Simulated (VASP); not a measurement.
Write the native input for VASP 6.6.1 that does the following.

* Task: single point
* Functional: PBE
* Potentials or basis: VASP PAW PBE potentials, release 64 (Cd)
* Cutoff: 520 eV
* k mesh: 16 × 16 × 16
* Occupations: gaussian, width 0.1 eV
* Spin: no spin polarisation
* Dipole correction: no
* Further INCAR settings: ALGO = Fast; EDIFF = 1e-07; NBANDS = 12

The structure of Cd lies in POSCAR:

```
Cd
1.0
   -1.8612619646      1.8612619646      1.8612619646
    1.8612619646     -1.8612619646      1.8612619646
    1.8612619646      1.8612619646     -1.8612619646
Cd
1
Direct
    0.0000000000      0.0000000000      0.0000000000
```

This isn't the form of Cd at room conditions, which is hcp.

This cell differs from its parent crystal: strained.

The input as run:

INCAR

```
SYSTEM = Cd
PREC = Accurate
ENCUT = 520
EDIFF = 1E-7
ISMEAR = 0
SIGMA = 0.1
LREAL = .FALSE.
LASPH = .TRUE.
NELM = 60
ALGO = Fast
ISIF = 2
LWAVE = .FALSE.
LCHARG = .FALSE.
GGA = PE
NBANDS = 12
```

KPOINTS

```
Automatic mesh
0
G
  16 16 16
  0 0 0
```

Potentials or basis: VASP PAW PBE potentials, release 64 (Cd).

Command:

```sh
$ cat potpaw_PBE.64/Cd/POTCAR > POTCAR
$ mpirun -np 1 vasp_std > vasp.out
```

Results of the run:

```
Pressure               : -2.6 GPa
Band gap on the k mesh : zero (bands 6 and 7 overlap by 4.46 eV)
```

Caveat: the cell differs from its parent crystal (strained).

Wall time 13 s on 1 thread of Intel(R) Xeon(R) Platinum 8488C (Sapphire Rapids) (shared host), peak memory 0.16 GiB.
